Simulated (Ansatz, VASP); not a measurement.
CsCaBr3: VASP beside Ansatz

Contents of INCAR:

```
ALGO = Normal
EDIFF = 1E-6
ENCUT = 520
GGA = CA
ISIF = 2
ISMEAR = 0
LASPH = T
LCHARG = F
LREAL = F
LWAVE = F
NBANDS = 28
NELM = 60
PREC = Accurate
SIGMA = 0.05
```

KPOINTS

```
k-points
0
Gamma
  4 4 4
```

Contents of POSCAR:

```
CsCaBr3
1.0
    5.7086657300      0.0000000000      0.0000000000
    0.0000000000      5.5374057581      0.0000000000
    0.0000000000      0.0000000000      5.7086657300
Cs Ca Br
1 1 3
Direct
    0.0000000000      0.0000000000      0.0000000000
    0.5000000000      0.5000000000      0.5000000000
    0.5000000000      0.0000000000      0.5000000000
    0.0000000000      0.5000000000      0.5000000000
    0.5000000000      0.5000000000      0.0000000000
```

Input for Ansatz:

```yaml
crystal:
  lattice:
    - [5.70866573, 0.0, 0.0]
    - [0.0, 5.5374057581, 0.0]
    - [0.0, 0.0, 5.70866573]
  atoms:
    - { symbol: Cs, position: [0.0, 0.0, 0.0] }
    - { symbol: Ca, position: [0.5, 0.5, 0.5] }
    - { symbol: Br, position: [0.5, 0.0, 0.5] }
    - { symbol: Br, position: [0.0, 0.5, 0.5] }
    - { symbol: Br, position: [0.5, 0.5, 0.0] }
basis:
  ecutwfc: 420
kpoints:
  mp_grid: { grid: [4, 4, 4] }
hamiltonian:
  xc: lda
scf:
  occupations: { method: gaussian, width: 0.05 }
output:
  forces: true
  stress: true
  eigenvalues: true
```

Change from the starting cell: strain -0.0300 x Voigt [0, 1, 0, 0, 0, 0], atoms carried along.

Alike in both runs: task single point; functional LDA; k mesh 4 × 4 × 4; occupations gaussian, width 0.05 eV; no spin polarisation.

|  | VASP | Ansatz |
| --- | --- | --- |
| version | VASP 6.6.1 | Ansatz 0.2.0 |
| potentials or method | VASP PAW LDA potentials, release 64 (Cs_sv, Ca_sv, Br), cutoff 520 eV | scalar-relativistic, plane waves, PAW |
| valence electrons in the cell | 40 | 40 |

|  | VASP | Ansatz | Ansatz less VASP |
| --- | --- | --- | --- |
| gap on the k mesh at the Fermi level (eV) | 4.16 | 4.15 | -0.011 |
| least direct gap on the mesh (eV) | 4.41 | 4.40 | -0.010 |
| pressure (GPa) | -1.4 | -1.5 | -0.09 |
| traceless stress, the component that is largest in VASP (GPa) | 0.84 | 0.82 | -0.016 |

LDA's correlation is that of Perdew and Zunger in VASP and of Perdew and Wang (1992) in Ansatz.

Spin-orbit coupling is off throughout.
